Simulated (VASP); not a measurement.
# CdIr (P6/mmm) in VASP: notebook

CdIr is run at these levels: PBE; tasks: single point, relaxation of cell and atoms.

Everything below comes from runs of VASP 6.6.1. Logs are shortened: lines on timing, memory, paths and dates and some standing lists are left out, and cuts for length are marked.

### Step 1. The cell of the first run

Symmetry: P6/mmm, No. 191, hexagonal system. The conventional cell has a = 5.345 Å, b = 5.345 Å, c = 4.313 Å, α = 90.00°, β = 90.00°, γ = 120.00°. Cd (site symmetry mmm) has 6 Ir at 2.65 to 2.67 Å and 4 Cd at 2.67 Å within 3.5 Å. Within 3.5 Å of Ir (site symmetry 6/mmm) lie 6 Cd at 2.67 Å. Ir (site symmetry -6m2) has 6 Cd at 2.65 Å and 3 Ir at 3.09 Å within 3.5 Å.

### Step 2. Single point, PBE

INCAR reads:

```
PREC     = Accurate       # precision mode
ENCUT    = 520            # plane-wave cutoff, eV
EDIFF    = 1E-6           # SCF threshold, eV
ISMEAR   = 0              # smearing method
SIGMA    = 0.1            # smearing width, eV
LREAL    = False          # projectors in reciprocal space
LASPH    = True           # aspherical terms in the spheres
NELM     = 80             # most SCF steps
ALGO     = Normal         # electronic algorithm
ISIF     = 2              # what is computed and relaxed
LWAVE    = False          # write WAVECAR
LCHARG   = False          # write CHGCAR
GGA      = PE             # functional
NBANDS   = 40             # bands
```

KPOINTS reads:

```
Automatic mesh
0
Gamma
  6 6 4
```

POSCAR reads:

```
CdIr
1.0
    5.3452985478      0.0000000000      0.0000000000
   -2.6726492739      4.6291643332      0.0000000000
    0.0000000000      0.0000000000      4.3126840556
Cd Ir
3 3
Direct
    0.5000000000      0.0000000000      0.0000000000
    0.5000000000      0.5000000000      0.0000000000
    0.0000000000      0.5000000000      0.0000000000
    0.0000000000      0.0000000000      0.0000000000
    0.3333333333      0.6666666667      0.5000000000
    0.6666666667      0.3333333333      0.5000000000
```

Potentials or basis: VASP PAW PBE potentials, release 64 (Cd, Ir).

Started as:

```
> cat potpaw_PBE.64/Cd/POTCAR potpaw_PBE.64/Ir/POTCAR > POTCAR
> mpirun -np 1 vasp_std > vasp.out
```

OUTCAR:

```text
PREC = Accurate
   ENCUT = 520
   EDIFF = 1E-6
   ISMEAR = 0
   LREAL = False
   LASPH = True
   NELM = 80
   ISIF = 2
   GGA = PE

 ion  position               nearest neighbor table
   1  0.500  0.000  0.000-   5 2.65   6 2.65   5 2.65   6 2.65   2 2.67   3 2.67   2 2.67   3 2.67
                             4 2.67   4 2.67
   2  0.500  0.500  0.000-   5 2.65   6 2.65   5 2.65   6 2.65   1 2.67   4 2.67   1 2.67   4 2.67
                             3 2.67   3 2.67
   3  0.000  0.500  0.000-   5 2.65   6 2.65   5 2.65   6 2.65   1 2.67   4 2.67   4 2.67   1 2.67
                             2 2.67   2 2.67
   4  0.000  0.000  0.000-   2 2.67   3 2.67   3 2.67   2 2.67   1 2.67   1 2.67
   5  0.333  0.667  0.500-   1 2.65   1 2.65   3 2.65   3 2.65   2 2.65   2 2.65   6 3.09   6 3.09
                             6 3.09
   6  0.667  0.333  0.500-   1 2.65   1 2.65   3 2.65   3 2.65   2 2.65   2 2.65   5 3.09   5 3.09
                             5 3.09

  LATTYP: Found a hexagonal cell.
 ALAT       =     5.3452985478
 C/A-ratio  =     0.8068181818

  Lattice vectors:

 A1 = (   5.3452985478,   0.0000000000,   0.0000000000)
 A2 = (  -2.6726492739,   4.6291643332,   0.0000000000)
 A3 = (   0.0000000000,   0.0000000000,   4.3126840556)

Analysis of symmetry for initial positions (statically):
=====================================================================
 Subroutine PRICEL returns:
 Original cell was already a primitive cell.

 Routine SETGRP: Setting up the symmetry group for a
 hexagonal supercell.

 Subroutine GETGRP returns: Found 24 space group operations
 (whereof 24 operations were pure point group operations)
 out of a pool of 24 trial point group operations.

The static configuration has the point symmetry D_6h.

Analysis of symmetry for dynamics (positions and initial velocities):
=====================================================================
 Subroutine PRICEL returns:
 Original cell was already a primitive cell.

 Routine SETGRP: Setting up the symmetry group for a
 hexagonal supercell.

 Subroutine GETGRP returns: Found 24 space group operations
 (whereof 24 operations were pure point group operations)
 out of a pool of 24 trial point group operations.

The dynamic configuration has the point symmetry D_6h.

 Subroutine INISYM returns: Found 24 space group operations
 (whereof 24 operations are pure point group operations),
 and found     1 'primitive' translations

[... 102 lines left out ...]
   IBRION =     -1    ionic relax: 0-MD 1-quasi-New 2-CG
   NFREE  =      0    steps in history (QN), initial steepest desc. (CG)
   ISIF   =      2    stress and relaxation
   ISYM   =      2    0-nonsym 1-usesym 2-fastsym
   POTIM  = 0.5000    time-step for ionic-motion
   TEBEG  =    0.0;   TEEND  =   0.0 temperature during run
   PSTRESS=    0.0 pullay stress
   NELECT =      63.0000    total number of electrons
   NUPDOWN=      -1.0000    fix difference up-down
   EMIN   =  10.00;   EMAX   =-10.00  energy-range for DOS
   EFERMI =   0.00;   METHOD = LEGACY
   ISMEAR =     0;   SIGMA  =   0.10  broadening in eV -4-tet -1-fermi 0-gaus
   EFERMI_NEDOS =   21; number of points for ismear=-14 and -15
   IALGO  =     38    algorithm
   IMIX   =      4    mixing-type and parameters
     AMIX     =   0.40;   BMIX     =  1.00
     AMIX_MAG =   1.60;   BMIX_MAG =  1.00
  volume/ion in A,a.u.               =      17.79       120.02
  Fermi-wavevector in a.u.,A,eV,Ry     =   1.373349  2.595253 25.661781  1.886088
  Thomas-Fermi vector in A             =   2.498874
   LORBIT       =      0    0 simple, 1 ext, 2 COOP (PROOUT), +10 PAW based schemes
   GGA     = PE    functional components
   LHFCALC =     F    Hartree Fock is set to
   AEXX    =    0.0000 exact exchange contribution
   IVDW    =     0    specifies the selected vdW correction
   LEPSILON=     F    determine dielectric tensor
   LRPA    =     F    only Hartree local field effects (RPA)
 non-spin polarized calculation
 Gauss-broadening in eV      SIGMA  =   0.10
  energy-cutoff  :      520.00
  volume of cell :      106.71
 maximum number of plane-waves:      2892
 NGX is ok and might be reduce to    40
   NGX = 19   NGY = 19   NGZ = 17

 number of electron      62.9999998 magnetization

 Free energy of the ion-electron system (eV)
  ---------------------------------------------------
  ext. energy  EPLUGINS =         0.00000000
  ---------------------------------------------------
  free energy    TOTEN  =       -21.14827723 eV

  energy without entropy =      -21.12009390  energy(sigma->0) =      -21.13418556

 E-fermi :   4.6637     XC(G=0): -12.1481

 val. band max:        4.6505247659   @ k =   0.1667   0.1667   0.2500
 cond. band min:       4.6919450242   @ k =   0.3333   0.3333   0.2500
 fundamental gap:      0.0414202583
 Fermi energy:         4.6637311733

 k-point     1 :       0.0000    0.0000    0.0000
  band No.  band energies     occupation
      1      -6.2689      2.00000
      2      -5.2873      2.00000
      3      -5.2873      2.00000
      4      -4.9554      2.00000
      5      -4.9406      2.00000
      6      -4.4918      2.00000
[... 892 lines left out ...]
     39      12.0061      0.00000
     40      12.3982      0.00000

------------------------ aborting loop because EDIFF is reached ----------------------------------------

  FORCE on cell =-STRESS in cart. coord.  units (eV):
  Direction    XX          YY          ZZ          XY          YZ          ZX
  --------------------------------------------------------------------------------------
  -------------------------------------------------------------------------------------
  Total       14.2333536     14.2333536     16.5935564     -0.0000000     -0.0000000      0.0000000
  in kB      213.6956164    213.6956164    249.1310446     -0.0000000     -0.0000000      0.0000000
  external PRESSURE =     225.5074258 kB  Pullay stress =       0.0000000 kB

 VOLUME and BASIS-vectors are now :
 -----------------------------------------------------------------------------
  energy-cutoff  :      520.00
  volume of cell :      106.71
      direct lattice vectors                 reciprocal lattice vectors
     5.345298548  0.000000000  0.000000000     0.187080290  0.108010856  0.000000000
    -2.672649274  4.629164333  0.000000000     0.000000000  0.216021711  0.000000000
     0.000000000  0.000000000  4.312684056     0.000000000  0.000000000  0.231874162

 POSITION                                       TOTAL-FORCE (eV/Angst)
 -----------------------------------------------------------------------------------
      2.67265      0.00000      0.00000        -0.000000      0.000000      0.000000
      1.33632      2.31458      0.00000        -0.000000      0.000000      0.000000
     -1.33632      2.31458      0.00000        -0.000000      0.000000      0.000000
      0.00000      0.00000      0.00000        -0.000000      0.000000      0.000000
     -0.00000      3.08611      2.15634         0.000000      0.000000      0.000000
      2.67265      1.54305      2.15634        -0.000000     -0.000000     -0.000000
 -----------------------------------------------------------------------------------
    total drift:                               -0.000000      0.000000     -0.000000

  FREE ENERGIE OF THE ION-ELECTRON SYSTEM (eV)
  ---------------------------------------------------
  free  energy   TOTEN  =       -21.1482772267 eV

  energy  without entropy=      -21.1200938965  energy(sigma->0) =      -21.13418556
```

stdout:

```text
POSCAR found type information on POSCAR CdIr
 POSCAR found :  2 types and       6 ions
 scaLAPACK will be used
 LDA part: xc-table for (Slater+PW92), standard interpolation
 POSCAR, INCAR and KPOINTS ok, starting setup
 FFT: planning ... GRIDC
 FFT: planning ... GRID_SOFT
 FFT: planning ... GRID
 WAVECAR not read
 entering main loop
```

Wall time 38 s (1 thread of Intel Xeon 6975P-C (Granite Rapids), shared host); peak memory 0.25 GiB.

Results:

```yaml
Free_energy: -21.1483 eV
Pressure: 22.6 GPa
Band_gap_on_the_k_mesh: zero (an odd number of electrons rules out a gap without spin polarisation)
```

Stress tensor (GPa, compression positive):
```
21.37  0.00  0.00
 0.00 21.37  0.00
 0.00  0.00 24.91
```

Caveat: the k points lie up to 0.36 Å⁻¹ apart, too coarse for converged energies and pressures of a metal; spin-orbit coupling is left out, which moves the levels of the heavy elements.

### Step 3. Single point, PBE

This run uses another cell than the first one, of 20.18 Å³/atom.

INCAR reads:

```
  PREC = Accurate
  ENCUT = 520
  EDIFF = 1E-6
  ISMEAR = 0
  SIGMA = 0.1
  LREAL = F
  LASPH = T
  NELM = 60
  ALGO = Fast
  ISIF = 2
  LWAVE = F
  LCHARG = F
  GGA = PE
  NBANDS = 40
```

KPOINTS reads:

```
regular mesh
0
Gamma
  6 6 4
```

POSCAR: that of step 2 with these lines changed.

```diff
@@ -2,5 +2,5 @@
 1.0
-    5.3452985478      0.0000000000      0.0000000000
-   -2.6726492739      4.6291643332      0.0000000000
-    0.0000000000      0.0000000000      4.3126840556
+    5.5603679352      0.0000000000      0.0000000000
+   -2.7801839676      4.8154198863      0.0000000000
+    0.0000000000      0.0000000000      4.5231180248
 Cd Ir
```

Potentials or basis: VASP PAW PBE potentials, release 64 (Cd, Ir).

Started as:

```
> cat potpaw_PBE.64/Cd/POTCAR potpaw_PBE.64/Ir/POTCAR > POTCAR
> mpirun -np 1 vasp_std > vasp.out
```

OUTCAR:

```text
PREC = Accurate
   ENCUT = 520
   EDIFF = 1E-6
   ISMEAR = 0
   LREAL = F
   LASPH = T
   NELM = 60
   ISIF = 2
   GGA = PE

 ion  position               nearest neighbor table
   1  0.500  0.000  0.000-   5 2.77   6 2.77   5 2.77   6 2.77   4 2.78   4 2.78   2 2.78   2 2.78
                             3 2.78   3 2.78
   2  0.500  0.500  0.000-   5 2.77   6 2.77   5 2.77   6 2.77   3 2.78   3 2.78   4 2.78   1 2.78
                             1 2.78   4 2.78
   3  0.000  0.500  0.000-   5 2.77   6 2.77   5 2.77   6 2.77   2 2.78   2 2.78   4 2.78   4 2.78
                             1 2.78   1 2.78
   4  0.000  0.000  0.000-   1 2.78   1 2.78   3 2.78   3 2.78   2 2.78   2 2.78
   5  0.333  0.667  0.500-   3 2.77   3 2.77   1 2.77   1 2.77   2 2.77   2 2.77   6 3.21   6 3.21
                             6 3.21
   6  0.667  0.333  0.500-   3 2.77   3 2.77   1 2.77   1 2.77   2 2.77   2 2.77   5 3.21   5 3.21
                             5 3.21

  LATTYP: Found a hexagonal cell.
 ALAT       =     5.5603679352
 C/A-ratio  =     0.8134566053

  Lattice vectors:

 A1 = (   5.5603679352,   0.0000000000,   0.0000000000)
 A2 = (  -2.7801839676,   4.8154198863,   0.0000000000)
 A3 = (   0.0000000000,   0.0000000000,   4.5231180248)
[... 185 lines left out ...]
 fundamental gap:      0.0406577103
 Fermi energy:         3.4356933451

 k-point     1 :       0.0000    0.0000    0.0000
  band No.  band energies     occupation
      1      -6.5668      2.00000
      2      -5.8369      2.00000
      3      -5.8369      2.00000
      4      -5.5795      2.00000
      5      -5.5417      2.00000
      6      -5.1498      2.00000
[... 892 lines left out ...]
     39       9.7206      0.00000
     40      10.6848      0.00000

------------------------ aborting loop because EDIFF is reached ----------------------------------------

  FORCE on cell =-STRESS in cart. coord.  units (eV):
  Direction    XX          YY          ZZ          XY          YZ          ZX
  --------------------------------------------------------------------------------------
  -------------------------------------------------------------------------------------
  Total        0.7850307      0.7850307      0.8825556      0.0000000     -0.0000000      0.0000000
  in kB       10.3853608     10.3853608     11.6755413      0.0000000     -0.0000000      0.0000000
  external PRESSURE =      10.8154210 kB  Pullay stress =       0.0000000 kB

 VOLUME and BASIS-vectors are now :
 -----------------------------------------------------------------------------
  energy-cutoff  :      520.00
  volume of cell :      121.11
      direct lattice vectors                 reciprocal lattice vectors
     5.560367935  0.000000000  0.000000000     0.179844214  0.103833105  0.000000000
    -2.780183968  4.815419886  0.000000000     0.000000000  0.207666211  0.000000000
     0.000000000  0.000000000  4.523118025     0.000000000  0.000000000  0.221086426

 POSITION                                       TOTAL-FORCE (eV/Angst)
 -----------------------------------------------------------------------------------
      2.78018      0.00000      0.00000        -0.000000      0.000000      0.000000
      1.39009      2.40771      0.00000        -0.000000      0.000000      0.000000
     -1.39009      2.40771      0.00000        -0.000000      0.000000      0.000000
      0.00000      0.00000      0.00000        -0.000000      0.000000      0.000000
     -0.00000      3.21028      2.26156         0.000000     -0.000000      0.000000
      2.78018      1.60514      2.26156        -0.000000      0.000000     -0.000000
 -----------------------------------------------------------------------------------
    total drift:                                0.000000     -0.000000     -0.000000

  FREE ENERGIE OF THE ION-ELECTRON SYSTEM (eV)
  ---------------------------------------------------
  free  energy   TOTEN  =       -22.0990569122 eV

  energy  without entropy=      -22.0627168158  energy(sigma->0) =      -22.08088686
```

Wall time 46 s (1 thread of Intel Xeon 6975P-C (Granite Rapids), shared host); peak memory 0.28 GiB.

What came out:

```yaml
Free_energy: -22.0991 eV
Pressure: 1.1 GPa
Band_gap_on_the_k_mesh: zero (an odd number of electrons rules out a gap without spin polarisation)
```

Caveat: spin-orbit coupling is left out, which moves the levels of the heavy elements.

### Step 4. Relaxation of cell and atoms, PBE

INCAR reads:

```
SYSTEM = CdIr
  ALGO = Fast
  EDIFF = 1E-6
  EDIFFG = -0.04
  ENCUT = 600
  GGA = PE
  IBRION = 2
  ISIF = 3
  ISMEAR = 0
  LASPH = .TRUE.
  LCHARG = .FALSE.
  LREAL = .FALSE.
  LWAVE = .FALSE.
  NELM = 60
  NSW = 90
  PREC = Accurate
  SIGMA = 0.1
```

KPOINTS reads:

```
k-points
0
G
  6 6 4
  0 0 0
```

POSCAR: that of step 3 with these lines changed.

```diff
@@ -2,5 +2,5 @@
 1.0
-    5.5603679352      0.0000000000      0.0000000000
-   -2.7801839676      4.8154198863      0.0000000000
-    0.0000000000      0.0000000000      4.5231180248
+    5.3452985478      0.0000000000      0.0000000000
+   -2.6726492739      4.6291643332      0.0000000000
+    0.0000000000      0.0000000000      4.3126840556
 Cd Ir
```

Started as:

```
> cat potpaw_PBE.64/Cd/POTCAR potpaw_PBE.64/Ir/POTCAR > POTCAR
> mpirun -np 1 vasp_std > vasp.out
```

It took 4.2 min on 1 thread of Intel Xeon 6975P-C (Granite Rapids), shared host; peak memory 0.33 GiB.

It converged, with:

```
Free energy                           : -22.0970 eV
Relaxed volume                        : 20.41 Å³/atom
Relaxed cell                          : a = 5.583 Å, b = 5.583 Å, c = 4.536 Å, α = 90.00°, β = 90.00°, γ = 120.00°
Space group after relaxing (to 0.1 Å) : P6/mmm (No. 191)
Energy gained by relaxing             : 158.1 meV/atom
Ionic steps                           : 4
Pressure after relaxing               : -0.2 GPa
Band gap on the k mesh                : zero (an odd number of electrons rules out a gap without spin polarisation)
```

Stress tensor (GPa, compression positive):
```
-0.25  0.00  0.00
 0.00 -0.25  0.00
 0.00  0.00 -0.10
```

Step by step:
| step | energy change (eV) | largest force (eV/Å) | pressure (GPa) | volume (Å³) |
| --- | --- | --- | --- | --- |
| 1 | 0.0000 | 0.0000 | 22.51 | 106.71 |
| 2 | 0.5318 | 0.0000 | -13.55 | 150.14 |
| 3 | -0.9461 | 0.0000 | -0.82 | 123.12 |
| 4 | -0.9483 | 0.0000 | -0.20 | 122.43 |

Final structure:
```xyz
6
Lattice="5.5827 0.0000 0.0000 -2.7913 4.8347 0.0000 0.0000 0.0000 4.5361" Properties=species:S:1:pos:R:3 pbc="T T T"
Cd    2.7913    0.0000    0.0000
Cd    1.3957    2.4174    0.0000
Cd   -1.3957    2.4174    0.0000
Ir    0.0000    0.0000    0.0000
Ir    0.0000    3.2232    2.2681
Ir    2.7913    1.6116    2.2681
```

Levels at points of the mesh, in eV from the Fermi level:
```
           k point  band 30  band 31  band 32  band 33  band 34  band 35
(0.00, 0.00, 0.00)    -0.08    -0.08     0.53     1.55     1.55     1.76
(0.50, 0.00, 0.00)    -0.32    -0.32    -0.16     0.12     1.34     3.82
(0.00, 0.00, 0.50)    -0.19    -0.09    -0.09    -0.04     2.23     2.23
(0.50, 0.00, 0.50)    -0.62    -0.50    -0.24     0.20     0.54     1.29
```

Caveat: the k points lie up to 0.35 Å⁻¹ apart in the final cell, too coarse for converged energies and pressures of a metal; spin-orbit coupling is left out, which moves the levels of the heavy elements.

### Step 5. Single point, PBE

This run uses another cell than the first one, of 20.18 Å³/atom.

INCAR reads:

```
SYSTEM = CdIr
  ALGO = Fast
  EDIFF = 1E-6
  ENCUT = 520
  GGA = PE
  ISIF = 2
  ISMEAR = 0
  LASPH = .TRUE.
  LCHARG = .FALSE.
  LREAL = .FALSE.
  LWAVE = .FALSE.
  NBANDS = 40
  NELM = 100
  PREC = Accurate
  SIGMA = 0.1
```

KPOINTS reads:

```
k-points
0
G
  12 12 8
  0 0 0
```

POSCAR: that of step 4 with these lines changed.

```diff
@@ -2,5 +2,5 @@
 1.0
-    5.3452985478      0.0000000000      0.0000000000
-   -2.6726492739      4.6291643332      0.0000000000
-    0.0000000000      0.0000000000      4.3126840556
+    5.5603679352      0.0000000000      0.0000000000
+   -2.7801839676      4.8154198863      0.0000000000
+    0.0000000000      0.0000000000      4.5231180248
 Cd Ir
```

Started as:

```
> cat potpaw_PBE.64/Cd/POTCAR potpaw_PBE.64/Ir/POTCAR > POTCAR
> mpirun -np 1 vasp_std > vasp.out
```

Run time: 4 min. Hardware: 1 thread of Intel Xeon 6975P-C (Granite Rapids), shared host; peak memory 0.5 GiB.

It converged, with:

| Item | Value |
| --- | --- |
| Free energy | -22.1214 eV |
| Pressure | 1.0 GPa |
| Band gap on the k mesh | zero (an odd number of electrons rules out a gap without spin polarisation) |

Levels at points of the mesh, in eV from the Fermi level:
| k point | band 30 | band 31 | band 32 | band 33 | band 34 | band 35 |
| --- | --- | --- | --- | --- | --- | --- |
| (0.00, 0.00, 0.00) | -0.06 | -0.06 | 0.51 | 1.57 | 1.57 | 1.79 |
| (0.50, 0.00, 0.00) | -0.30 | -0.30 | -0.16 | 0.12 | 1.38 | 3.86 |
| (0.00, 0.00, 0.50) | -0.16 | -0.07 | -0.07 | -0.01 | 2.25 | 2.25 |
| (0.50, 0.00, 0.50) | -0.61 | -0.49 | -0.24 | 0.23 | 0.57 | 1.34 |

Caveat: spin-orbit coupling is left out, which moves the levels of the heavy elements.

### Step 6. The runs side by side

```tsv
task	cell	k mesh	cutoff (eV)	gap on the mesh (eV)	pressure (GPa)
single point	a = 5.345, b = 5.345, c = 4.313 Å, angles 90.0, 90.0, 120.0°, 6 atoms	6 × 6 × 4	520	none	22.6
single point	a = 5.560, b = 5.560, c = 4.523 Å, angles 90.0, 90.0, 120.0°, 6 atoms	6 × 6 × 4	520	none	1.1
relaxation of cell and atoms	relaxed from a = 5.345, b = 5.345, c = 4.313 Å, angles 90.0, 90.0, 120.0°, 6 atoms	6 × 6 × 4	600	none	-0.2
single point	a = 5.560, b = 5.560, c = 4.523 Å, angles 90.0, 90.0, 120.0°, 6 atoms	12 × 12 × 8	520	none	1.0
```

Alike in all rows: level PBE; potentials or basis VASP PAW PBE potentials, release 64 (Cd, Ir); no spin polarisation; smearing gaussian 0.1 eV.

Caveats: some runs use coarse meshes; spin-orbit coupling is left out, which moves the levels of the heavy elements.

Absolute energies hang on the potentials; compare differences alone.
